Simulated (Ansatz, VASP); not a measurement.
## Sc2SnS in VASP and in Ansatz

```
Sc Sn S
1.0
     3.54856    0.00000    0.00000
    -1.77428    3.07314    0.00000
     0.00000    0.00000    7.71147
Sc Sn S
2 1 1
Direct
  0.66667 0.33333 0.29106
  0.66667 0.33333 0.70894
  0.00000 0.00000 0.00000
  0.33333 0.66667 0.50000
```

Change from the starting cell: relaxed end of: species swapped into the BiPt2Pb type (P-6m2, No. 187).

Alike in both runs: task single point; functional PBE; k mesh 6 × 6 × 2; occupations gaussian, width 0.1 eV; no spin polarisation.

|  | VASP | Ansatz |
| --- | --- | --- |
| version | VASP 6.6.1 | Ansatz 0.2.0 |
| potentials or method | VASP PAW PBE potentials, release 64 (Sc_sv, Sn_d, S), cutoff 520 eV | scalar-relativistic, plane waves, PAW |
| valence electrons in the cell | 42 | 42 |

Ansatz gave:

| Item | Value |
| --- | --- |
| gap on the k mesh at the Fermi level (eV) | none |
| pressure (GPa) | -0.1 |
| traceless stress, the component that is largest in VASP (GPa) | 0.04 |
| rms of the force components (eV/Å) | 0.003 |

Q: What did VASP give for the same quantities?

A: gap on the k mesh at the Fermi level (eV): none; pressure (GPa): 0.1; traceless stress, the component that is largest in VASP (GPa): 0.09; rms of the force components (eV/Å): 0.006.

Atom by atom the forces differ by 0.009 eV/Å (rms over components). A gap of «none» marks a metal or a gap that the smearing closes.

The k mesh is coarse, so the values compare programs but aren't converged.
